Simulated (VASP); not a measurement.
# SnTe (zincblende type) (F-43m) in VASP: further runs

Runs on SnTe (zincblende type). Level: PBE. Tasks: single point.

Program: VASP 6.6.1. These are calculated values, not measurements. Logs are shortened: lines on timing, memory, paths and dates and some standing lists are left out, and cuts for length are marked.

### Step 1. The cell of the first run

It takes space group F-43m (No. 216, cubic). The conventional cell has a = 5.909 Å, b = 5.909 Å, c = 5.909 Å, α = 90.00°, β = 90.00°, γ = 90.00°. Sn (site symmetry -43m) has 4 Te at 2.56 Å within 3.4 Å. Within 3.4 Å of Te (site symmetry -43m) lie 4 Sn at 2.56 Å.

### Step 2. Single point, PBE (25.80 Å³/atom)

INCAR reads:

```
ALGO = Normal ; EDIFF = 1E-6
ENCUT = 520 ; GGA = PE
ISIF = 2 ; ISMEAR = -1
LASPH = True ; LCHARG = True
LELF = True ; LREAL = False
LVHAR = True ; LWAVE = False
NBANDS = 17 ; NELM = 100
PREC = Accurate ; SIGMA = 0.08
```

KPOINTS reads:

```
k-points
0
Gamma
  12 12 12
```

POSCAR reads:

```
SnTe
1.0
    0.0000000000      2.9547017722      2.9547017722
    2.9547017722      0.0000000000      2.9547017722
    2.9547017722      2.9547017722      0.0000000000
Sn Te
1 1
Direct
    0.0000000000      0.0000000000      0.0000000000
    0.2500000000      0.2500000000      0.2500000000
```

Potentials or basis: VASP PAW PBE potentials, release 64 (Sn_d, Te).

The run is started by

```
> cat potpaw_PBE.64/Sn_d/POTCAR potpaw_PBE.64/Te/POTCAR > POTCAR
> mpirun -np 1 vasp_std > vasp.out
```

OUTCAR:

```text
EDIFF = 1E-6
   ENCUT = 520
   GGA = PE
   ISIF = 2
   ISMEAR = -1
   LASPH = True
   LREAL = False
   NELM = 100
   PREC = Accurate

 ion  position               nearest neighbor table
   1  0.000  0.000  0.000-   2 2.56   2 2.56   2 2.56   2 2.56
   2  0.250  0.250  0.250-   1 2.56   1 2.56   1 2.56   1 2.56

  LATTYP: Found a face centered cubic cell.
 ALAT       =     5.9094035444

  Lattice vectors:

 A1 = (   0.0000000000,   2.9547017722,   2.9547017722)
 A2 = (   2.9547017722,   0.0000000000,   2.9547017722)
 A3 = (   2.9547017722,   2.9547017722,   0.0000000000)

Analysis of symmetry for initial positions (statically):
=====================================================================
 Subroutine PRICEL returns:
 Original cell was already a primitive cell.

 Routine SETGRP: Setting up the symmetry group for a
 face centered cubic supercell.

 Subroutine GETGRP returns: Found 24 space group operations
 (whereof 24 operations were pure point group operations)
 out of a pool of 48 trial point group operations.

The static configuration has the point symmetry T_d .

Analysis of symmetry for dynamics (positions and initial velocities):
=====================================================================
 Subroutine PRICEL returns:
 Original cell was already a primitive cell.

 Routine SETGRP: Setting up the symmetry group for a
 face centered cubic supercell.

 Subroutine GETGRP returns: Found 24 space group operations
 (whereof 24 operations were pure point group operations)
 out of a pool of 48 trial point group operations.

The dynamic configuration has the point symmetry T_d .

 Subroutine INISYM returns: Found 24 space group operations
 (whereof 24 operations are pure point group operations),
 and found     1 'primitive' translations

----------------------------------------------------------------------------------------

                                     Primitive cell

  volume of cell :      51.5906

  direct lattice vectors                    reciprocal lattice vectors
     0.000000000  2.954701772  2.954701772    -0.169221816  0.169221816  0.169221816
     2.954701772  0.000000000  2.954701772     0.169221816 -0.169221816  0.169221816
     2.954701772  2.954701772  0.000000000     0.169221816  0.169221816 -0.169221816

  length of vectors
     4.178579319  4.178579319  4.178579319     0.293100783  0.293100783  0.293100783

  position of ions in fractional coordinates (direct lattice)
     0.000000000  0.000000000  0.000000000
     0.250000000  0.250000000  0.250000000

  ion indices of the primitive-cell ions
   primitive index   ion index
                 1           1
                 2           2

----------------------------------------------------------------------------------------

 KPOINTS: k-points

Automatic generation of k-mesh.
 Grid dimensions read from file:
 generate k-points for:   12   12   12

 Generating k-lattice:

  Cartesian coordinates                     Fractional coordinates (reciprocal lattice)
    -0.014101818  0.014101818  0.014101818     0.083333333  0.000000000  0.000000000
     0.014101818 -0.014101818  0.014101818     0.000000000  0.083333333  0.000000000
     0.014101818  0.014101818 -0.014101818     0.000000000  0.000000000  0.083333333

  Length of vectors
     0.024425065  0.024425065  0.024425065

  Shift w.r.t. Gamma in fractional coordinates (k-lattice)
     0.000000000  0.000000000  0.000000000

 Subroutine IBZKPT returns following result:
 ===========================================

 Found     72 irreducible k-points:

 Following reciprocal coordinates:
            Coordinates               Weight
  0.000000  0.000000  0.000000      1.000000
  0.083333  0.000000  0.000000      8.000000
  0.166667  0.000000  0.000000      8.000000
  0.250000  0.000000  0.000000      8.000000
  0.333333  0.000000  0.000000      8.000000
  0.416667  0.000000  0.000000      8.000000
[... 16 lines left out ...]
  0.500000  0.166667  0.000000     24.000000
 -0.416667  0.166667  0.000000     24.000000
 [... further k-points ...]
   k-points           NKPTS =     72   k-points in BZ     NKDIM =     72   number of bands    NBANDS=     17
   number of dos      NEDOS =    301   number of ions     NIONS =      2
   total plane-waves  NPLWV =  32768
   dimension x,y,z NGX =    32 NGY =   32 NGZ =   32
   dimension x,y,z NGXF=    64 NGYF=   64 NGZF=   64
   ions per type =               1   1
   NGX,Y,Z   is equivalent  to a cutoff of  12.73, 12.73, 12.73 a.u.
   NGXF,Y,Z  is equivalent  to a cutoff of  25.46, 25.46, 25.46 a.u.
 SYSTEM =  unknown system
   PREC   = accura    normal or accurate (medium, high low for compatibility)
   ISTART =      0    job   : 0-new  1-cont  2-samecut
   ICHARG =      2    charge: 1-file 2-atom 10-const
   ISPIN  =      1    spin polarized calculation?
   LNONCOLLINEAR =      F non collinear calculations
   LSORBIT =      F    spin-orbit coupling
[... 47 lines left out ...]

  energy without entropy =       -3.46430273  energy(sigma->0) =       -3.47461660

 E-fermi :  10.0392     XC(G=0): -10.2117

 val. band max:       10.0371554164   @ k =  -0.4167   0.4167   0.0000
 cond. band min:      10.0398735138   @ k =   0.2500   0.1667   0.0833
 fundamental gap:      0.0027180975
 Fermi energy:        10.0391825472

 k-point     1 :       0.0000    0.0000    0.0000
  band No.  band energies     occupation
      1     -12.7802      2.00000
      2     -12.7802      2.00000
      3     -12.7802      2.00000
      4     -12.6633      2.00000
      5     -12.6633      2.00000
      6      -5.9514      2.00000
[... 9 lines left out ...]
     16      16.6311      0.00000
     17      17.3206      0.00000

 k-point     2 :       0.0833    0.0000    0.0000
  band No.  band energies     occupation
      1     -12.7827      2.00000
      2     -12.7786      2.00000
      3     -12.7786      2.00000
      4     -12.6634      2.00000
      5     -12.6634      2.00000
      6      -5.8734      2.00000
[... 9 lines left out ...]
     16      16.0288      0.00000
     17      17.0324      0.00000

 k-point     3 :       0.1667    0.0000    0.0000
  band No.  band energies     occupation
      1     -12.7894      2.00000
      2     -12.7744      2.00000
      3     -12.7744      2.00000
      4     -12.6637      2.00000
      5     -12.6637      2.00000
      6      -5.6444      2.00000
[... 9 lines left out ...]
     16      15.5174      0.00000
     17      16.8509      0.00000

 k-point     4 :       0.2500    0.0000    0.0000
  band No.  band energies     occupation
      1     -12.7986      2.00000
      2     -12.7689      2.00000
      3     -12.7689      2.00000
      4     -12.6639      2.00000
      5     -12.6639      2.00000
      6      -5.2836      2.00000
[... 9 lines left out ...]
     16      15.4788      0.00000
     17      17.9898      0.00000

 k-point     5 :       0.3333    0.0000    0.0000
  band No.  band energies     occupation
      1     -12.8079      2.00000
      2     -12.7637      2.00000
      3     -12.7637      2.00000
      4     -12.6636      2.00000
      5     -12.6636      2.00000
      6      -4.8378      2.00000
[... 9 lines left out ...]
     16      15.9989      0.00000
     17      19.6428      0.00000

 k-point     6 :       0.4167    0.0000    0.0000
  band No.  band energies     occupation
      1     -12.8146      2.00000
      2     -12.7602      2.00000
      3     -12.7602      2.00000
      4     -12.6632      2.00000
      5     -12.6632      2.00000
      6      -4.4167      2.00000
[... 9 lines left out ...]
     16      16.9397      0.00000
     17      19.9666      0.00000
[... 281 lines left out ...]
 k-point    21 :       0.3333    0.1667    0.0000
  band No.  band energies     occupation
      1     -12.8148      2.00000
      2     -12.7595      2.00000
      3     -12.7577      2.00000
      4     -12.6699      2.00000
      5     -12.6600      2.00000
      6      -4.8811      2.00000
[... 9 lines left out ...]
     16      17.0974      0.00000
     17      18.9503      0.00000

 k-point    22 :       0.4167    0.1667    0.0000
  band No.  band energies     occupation
      1     -12.8205      2.00000
      2     -12.7564      2.00000
      3     -12.7538      2.00000
      4     -12.6695      2.00000
      5     -12.6603      2.00000
      6      -4.4400      2.00000
[... 9 lines left out ...]
     16      17.7721      0.00000
     17      19.3780      0.00000

 k-point    23 :       0.5000    0.1667    0.0000
  band No.  band energies     occupation
      1     -12.8233      2.00000
      2     -12.7548      2.00000
      3     -12.7523      2.00000
      4     -12.6680      2.00000
      5     -12.6614      2.00000
      6      -4.0850      2.00000
[... 9 lines left out ...]
     16      17.8204      0.00000
     17      19.1315      0.00000

 k-point    24 :      -0.4167    0.1667    0.0000
  band No.  band energies     occupation
      1     -12.8226      2.00000
      2     -12.7546      2.00000
      3     -12.7533      2.00000
      4     -12.6660      2.00000
      5     -12.6632      2.00000
      6      -4.0279      2.00000
[... 9 lines left out ...]
     16      17.1435      0.00000
     17      20.2640      0.00000

 [... further k-points ...]
[... 5 lines left out ...]
  --------------------------------------------------------------------------------------
  -------------------------------------------------------------------------------------
  Total       14.5846373     14.5846373     14.5846373      0.0000000      0.0000000     -0.0000000
  in kB      452.9343539    452.9343539    452.9343539      0.0000000      0.0000000     -0.0000000
  external PRESSURE =     452.9343539 kB  Pullay stress =       0.0000000 kB

 VOLUME and BASIS-vectors are now :
 -----------------------------------------------------------------------------
  energy-cutoff  :      520.00
  volume of cell :       51.59
      direct lattice vectors                 reciprocal lattice vectors
     0.000000000  2.954701772  2.954701772    -0.169221816  0.169221816  0.169221816
     2.954701772  0.000000000  2.954701772     0.169221816 -0.169221816  0.169221816
     2.954701772  2.954701772  0.000000000     0.169221816  0.169221816 -0.169221816

 POSITION                                       TOTAL-FORCE (eV/Angst)
 -----------------------------------------------------------------------------------
      0.00000      0.00000      0.00000        -0.000000      0.000000     -0.000000
      1.47735      1.47735      1.47735         0.000000     -0.000000      0.000000
 -----------------------------------------------------------------------------------
    total drift:                               -0.000000     -0.000000     -0.000000

  FREE ENERGIE OF THE ION-ELECTRON SYSTEM (eV)
  ---------------------------------------------------
  free  energy   TOTEN  =        -3.4849304775 eV

  energy  without entropy=       -3.4643027279  energy(sigma->0) =       -3.47461660
```

Run time: 60 s. Hardware: 1 thread of AMD EPYC 7R13, shared host; peak memory 0.19 GiB.

Results:

| Property | Result |
| --- | --- |
| Free energy | -3.4849 eV |
| Pressure | 45.3 GPa |
| Band gap on the k mesh | zero (bands 10 and 11 overlap by 2.70 eV) |

Levels at points of the mesh, in eV from the Fermi level:
| k point | band 6 | band 7 | band 8 | band 9 | band 10 | band 11 | band 12 | band 13 | band 14 | band 15 |
| --- | --- | --- | --- | --- | --- | --- | --- | --- | --- | --- |
| (0.00, 0.00, 0.00) | -15.99 | -3.35 | -3.35 | -3.35 | -2.63 | 0.26 | 0.26 | 0.26 | 3.86 | 6.59 |
| (0.50, 0.00, 0.00) | -14.27 | -9.98 | -4.57 | -4.57 | -2.17 | 1.33 | 1.33 | 4.08 | 6.97 | 7.67 |
| (0.50, 0.50, 0.00) | -13.45 | -10.36 | -6.07 | -6.07 | -1.50 | -1.46 | 6.68 | 6.68 | 7.67 | 8.81 |

Caveat: the cell stands under pressure; spin-orbit coupling is left out, which moves the levels of the heavy elements.

### Step 3. Single point, PBE (25.80 Å³/atom)

INCAR reads:

```
SYSTEM = SnTe
ALGO     = Normal         ! electronic algorithm
EDIFF    = 1E-6           ! SCF threshold, eV
ENCUT    = 520            ! plane-wave cutoff, eV
GGA      = PE             ! functional
ISIF     = 2              ! what is computed and relaxed
ISMEAR   = -1             ! smearing method
LASPH    = .True.         ! aspherical terms in the spheres
LCHARG   = .False.        ! write CHGCAR
LREAL    = .False.        ! projectors in reciprocal space
LWAVE    = .False.        ! write WAVECAR
NBANDS   = 17             ! bands
NELM     = 60             ! most SCF steps
PREC     = Accurate       ! precision mode
SIGMA    = 0.08           ! smearing width, eV
```

KPOINTS reads:

```
k-points
0
Gamma
  12 12 12
  0 0 0
```

POSCAR is that of step 2.

Potentials or basis: VASP PAW PBE potentials, release 64 (Sn_d, Te).

The run is started by

```
> cat potpaw_PBE.64/Sn_d/POTCAR potpaw_PBE.64/Te/POTCAR > POTCAR
> mpirun -np 1 vasp_std > vasp.out
```

Wall time 62 s (1 thread of AMD EPYC 7R13, shared host); peak memory 0.19 GiB.

Results (log left out):

```
Free energy            : -3.4849 eV
Pressure               : 45.3 GPa
Band gap on the k mesh : zero (bands 10 and 11 overlap by 2.70 eV)
```

Levels at points of the mesh, in eV from the Fermi level:
```
           k point  band 7  band 8  band 9  band 10  band 11  band 12  band 13  band 14
(0.00, 0.00, 0.00)   -3.35   -3.35   -3.35    -2.63     0.26     0.26     0.26     3.86
(0.50, 0.00, 0.00)   -9.98   -4.57   -4.57    -2.17     1.33     1.33     4.08     6.97
(0.50, 0.50, 0.00)  -10.36   -6.07   -6.07    -1.50    -1.46     6.68     6.68     7.67
```

Caveat: the cell stands under pressure; spin-orbit coupling is left out, which moves the levels of the heavy elements.

### Step 4. Single point, PBE (30.02 Å³/atom)

This run uses another cell than the first one, of 30.02 Å³/atom.

INCAR reads:

```
PREC     = Accurate       # precision mode
ENCUT    = 520            # plane-wave cutoff, eV
EDIFF    = 1E-6           # SCF threshold, eV
ISMEAR   = -1             # smearing method
SIGMA    = 0.08           # smearing width, eV
LREAL    = F              # projectors in reciprocal space
LASPH    = T              # aspherical terms in the spheres
NELM     = 60             # most SCF steps
ALGO     = Normal         # electronic algorithm
ISIF     = 2              # what is computed and relaxed
LWAVE    = F              # write WAVECAR
LCHARG   = F              # write CHGCAR
GGA      = PE             # functional
NBANDS   = 17             # bands
```

KPOINTS reads:

```
regular mesh
0
Gamma
  12 12 12
```

POSCAR reads:

```
SnTe
1.0
    0.0000000000      3.1077977469      3.1077977469
    3.1077977469      0.0000000000      3.1077977469
    3.1077977469      3.1077977469      0.0000000000
Sn Te
1 1
Direct
    0.0000000000      0.0000000000      0.0000000000
    0.2500000000      0.2500000000      0.2500000000
```

The run is started by

```
> cat potpaw_PBE.64/Sn_d/POTCAR potpaw_PBE.64/Te/POTCAR > POTCAR
> mpirun -np 1 vasp_std > vasp.out
```

It took 94 s on 1 thread of AMD EPYC 7R13, shared host; peak memory 0.22 GiB.

The run converged. Its results:

```yaml
Free_energy: -5.2687 eV
Pressure: 24.6 GPa
Band_gap_on_the_k_mesh: zero (bands 10 and 11 overlap by 1.86 eV)
```

Levels at points of the mesh, in eV from the Fermi level:
```csv
k point,band 8,band 9,band 10,band 11,band 12,band 13
"(0.00, 0.00, 0.00)",-3.06,-3.06,-3.06,0.49,0.49,0.49
"(0.50, 0.00, 0.00)",-4.04,-4.04,-2.28,1.51,1.51,4.33
"(0.50, 0.50, 0.00)",-5.25,-5.25,-1.17,-1.01,5.85,5.85
```

Caveat: the cell stands under pressure; spin-orbit coupling is left out, which moves the levels of the heavy elements.

### Step 5. Single point, PBE (30.02 Å³/atom)

This run uses another cell than the first one, of 30.02 Å³/atom.

INCAR reads:

```
SYSTEM = SnTe
PREC = Accurate
ENCUT = 520
EDIFF = 1E-7
ISMEAR = -1
SIGMA = 0.08
LREAL = .False.
LASPH = .True.
NELM = 80
ALGO = Normal
ISIF = 2
LWAVE = .False.
LCHARG = .False.
GGA = PE
NBANDS = 17
```

KPOINTS reads:

```
regular mesh
0
Gamma
  12 12 12
  0 0 0
```

POSCAR is that of step 4.

The run is started by

```
> cat potpaw_PBE.64/Sn_d/POTCAR potpaw_PBE.64/Te/POTCAR > POTCAR
> mpirun -np 1 vasp_std > vasp.out
```

Run time: 1.7 min. Hardware: 1 thread of AMD EPYC 7R13, shared host; peak memory 0.22 GiB.

It converged, with:

```yaml
Free_energy: -5.2687 eV
Pressure: 24.6 GPa
Band_gap_on_the_k_mesh: zero (bands 10 and 11 overlap by 1.86 eV)
```

Levels at points of the mesh, in eV from the Fermi level:
```csv
k point,band 8,band 9,band 10,band 11,band 12,band 13
"(0.00, 0.00, 0.00)",-3.06,-3.06,-3.06,0.49,0.49,0.49
"(0.50, 0.00, 0.00)",-4.04,-4.04,-2.28,1.51,1.51,4.33
"(0.50, 0.50, 0.00)",-5.25,-5.25,-1.17,-1.01,5.85,5.85
```

Caveat: the cell stands under pressure; spin-orbit coupling is left out, which moves the levels of the heavy elements.

### Step 6. Single point, PBE (33.77 Å³/atom)

This run uses another cell than the first one, of 33.77 Å³/atom.

INCAR reads:

```
SYSTEM = SnTe
ALGO     = Normal         ! electronic algorithm
EDIFF    = 1E-6           ! SCF threshold, eV
ENCUT    = 520            ! plane-wave cutoff, eV
GGA      = PE             ! functional
ISIF     = 2              ! what is computed and relaxed
ISMEAR   = -1             ! smearing method
LASPH    = .TRUE.         ! aspherical terms in the spheres
LCHARG   = .TRUE.         ! write CHGCAR
LELF     = .TRUE.         ! ELF
LREAL    = .FALSE.        ! projectors in reciprocal space
LVHAR    = .TRUE.       
LWAVE    = .FALSE.        ! write WAVECAR
NBANDS   = 17             ! bands
NELM     = 60             ! most SCF steps
PREC     = Accurate       ! precision mode
SIGMA    = 0.08           ! smearing width, eV
```

KPOINTS reads:

```
k-points
0
G
  12 12 12
  0 0 0
```

POSCAR reads:

```
SnTe
1.0
    0.0000000000      3.2322399093      3.2322399093
    3.2322399093      0.0000000000      3.2322399093
    3.2322399093      3.2322399093      0.0000000000
Sn Te
1 1
Direct
    0.0000000000      0.0000000000      0.0000000000
    0.2500000000      0.2500000000      0.2500000000
```

Potentials or basis: VASP PAW PBE potentials, release 64 (Sn_d, Te).

The run is started by

```
> cat potpaw_PBE.64/Sn_d/POTCAR potpaw_PBE.64/Te/POTCAR > POTCAR
> mpirun -np 1 vasp_std > vasp.out
```

It took 1.7 min on 1 thread of AMD EPYC 7R13, shared host; peak memory 0.23 GiB.

It converged, with:

| Property | Result |
| --- | --- |
| Free energy | -6.1588 eV |
| Pressure | 14.3 GPa |
| Band gap on the k mesh | zero (bands 10 and 11 overlap by 1.24 eV) |

Levels at points of the mesh, in eV from the Fermi level:
```tsv
k point	band 7	band 8	band 9	band 10	band 11	band 12	band 13	band 14
(0.00, 0.00, 0.00)	-4.02	-2.76	-2.76	-2.76	0.68	0.68	0.68	4.00
(0.50, 0.00, 0.00)	-8.27	-3.59	-3.59	-2.28	1.65	1.65	4.39	5.87
(0.50, 0.50, 0.00)	-8.72	-4.62	-4.62	-0.97	-0.64	5.29	5.29	6.24
```

Caveat: the cell stands under pressure; spin-orbit coupling is left out, which moves the levels of the heavy elements.

### Step 7. The runs side by side

| cell | gap on the mesh (eV) | pressure (GPa) |
| --- | --- | --- |
| a = 4.179 Å, angles 60.0°, 2 atoms | none | 45.3 |
| a = 4.395 Å, angles 60.0°, 2 atoms | none | 24.6 |
| a = 4.571 Å, angles 60.0°, 2 atoms | none | 14.3 |

Alike in all rows: task single point; level PBE; potentials or basis VASP PAW PBE potentials, release 64 (Sn_d, Te); no spin polarisation; k mesh 12 × 12 × 12; cutoff (eV) 520; smearing fermi-dirac 0.08 eV.

Caveats: the cell stands under pressure; spin-orbit coupling is left out, which moves the levels of the heavy elements.

Absolute energies hang on the potentials; compare differences alone.
